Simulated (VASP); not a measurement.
A run of VASP 6.6.1 is set up as follows.

Contents of INCAR:

```
SYSTEM = KTaO3
  ALGO = Normal
  EDIFF = 1E-6
  ENCUT = 520
  GGA = PE
  ISIF = 2
  ISMEAR = 0
  LASPH = .True.
  LCHARG = .True.
  LELF = .True.
  LREAL = .False.
  LVHAR = .True.
  LWAVE = .False.
  NBANDS = 27
  NELM = 80
  PREC = Accurate
  SIGMA = 0.01
```

The input KPOINTS:

```
k-points
0
Gamma
  6 6 6
  0 0 0
```

The input POSCAR:

```
KTaO3
1.0
    3.9901309646      0.0000000000      0.0000000000
    0.0000000000      3.9901309646      0.0000000000
    0.0000000000      0.0000000000      3.9901309646
K Ta O
1 1 3
Direct
    0.5000000000      0.5000000000      0.5000000000
    0.0000000000      0.0000000000      0.0000000000
    0.5000000000      0.0000000000      0.0000000000
    0.0000000000      0.5000000000      0.0000000000
    0.0000000000      0.0000000000      0.5000000000
```

Potentials or basis: VASP PAW PBE potentials, release 64 (K_sv, Ta_pv, O).

Command:

```bash
$ cat potpaw_PBE.64/K_sv/POTCAR potpaw_PBE.64/Ta_pv/POTCAR potpaw_PBE.64/O/POTCAR > POTCAR
$ mpirun -np 1 vasp_std > vasp.out
```

Estimate the pressure.

5.8 GPa.

Predict the band gap on the k mesh.

2.17 eV, indirect (least direct gap 2.79 eV).

Caveat: spin-orbit coupling is left out, which moves the levels of the heavy elements. PBE gaps usually lie below the measured ones, often by a third to a half.
